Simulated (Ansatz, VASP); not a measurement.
# Hg in VASP and in Ansatz

INCAR

```
SYSTEM = Hg
ALGO     = Normal         ! electronic algorithm
EDIFF    = 1E-6           ! SCF threshold, eV
EDIFFG   = -0.01          ! ionic threshold
ENCUT    = 600            ! plane-wave cutoff, eV
GGA      = CA             ! functional
IBRION   = 2              ! ionic algorithm
ISIF     = 3              ! what is computed and relaxed
ISMEAR   = -1             ! smearing method
LASPH    = .TRUE.         ! aspherical terms in the spheres
LCHARG   = .FALSE.        ! write CHGCAR
LREAL    = .FALSE.        ! projectors in reciprocal space
LWAVE    = .FALSE.        ! write WAVECAR
NELM     = 60             ! most SCF steps
NSW      = 80             ! ionic steps
PREC     = Accurate       ! precision mode
SIGMA    = 0.1            ! smearing width, eV
```

KPOINTS

```
k-points
0
G
  7 7 10
  0 0 0
```

Contents of POSCAR:

```
Hg
1.0
    5.0707881349      0.0000000000      0.0000000000
   -2.5353940674      4.3914313420      0.0000000000
    0.0000000000      0.0000000000      3.1083931267
Hg
3
Direct
    0.0000000000      0.0000000000      0.0000000000
    0.3333333333      0.6666666667      0.5000000000
    0.6666666667      0.3333333333      0.5000000000
```

Input for Ansatz:

```yaml
crystal:
  lattice:
    - [5.0707881349, 0.0, 0.0]
    - [-2.5353940674, 4.391431342, 0.0]
    - [0.0, 0.0, 3.1083931267]
  atoms:
    - { symbol: Hg, position: [0.0, 0.0, 0.0] }
    - { symbol: Hg, position: [0.3333333333, 0.6666666667, 0.5] }
    - { symbol: Hg, position: [0.6666666667, 0.3333333333, 0.5] }
hamiltonian:
  xc: lda
  pseudopotentials:
    kind: paw
    azcp:
      Hg: "pseudopotentials/Hg.paw.azcp"
basis:
  ecutwfc: 420
  fft_grid_basis: typed
kpoints:
  mp_grid: { grid: [7, 7, 10], shift: [0, 0, 0] }
magnetization:
  spin_polarized: false
scf:
  occupations: { method: fermi_dirac, width: 0.1 }
relax:
  max_steps: 60
  f_tol: 0.01
  cell: {}
output:
  write_density: true
  write_potential: true
  elf: true
  volumetric_format: npy
```

Alike in both runs: task relaxation of cell and atoms; functional LDA; k mesh 7 × 7 × 10; occupations fermi-dirac, width 0.1 eV; no spin polarisation.

|  | VASP | Ansatz |
| --- | --- | --- |
| version | VASP 6.6.1 | Ansatz 0.2.0 |
| potentials or method | VASP PAW LDA potentials, release 64 (Hg), cutoff 600 eV | plane waves (420 eV) with PAW, scalar-relativistic |
| valence electrons in the cell | 36 | 60 |

```csv
,VASP,Ansatz,Ansatz less VASP
relaxed volume (Å³/atom),23.00,22.70,-0.300
relaxed cell length with the largest relative difference (Å),2.969,2.945,-0.0240
```

Ansatz warns that its potentials were made for another functional, while VASP's fit it. LDA's correlation is that of Perdew and Zunger in VASP and of Perdew and Wang (1992) in Ansatz. VASP's potentials hold 36 valence electrons a cell and Ansatz's 60, so a difference there can come from the potentials and not from the codes.

Spin-orbit coupling is off throughout.
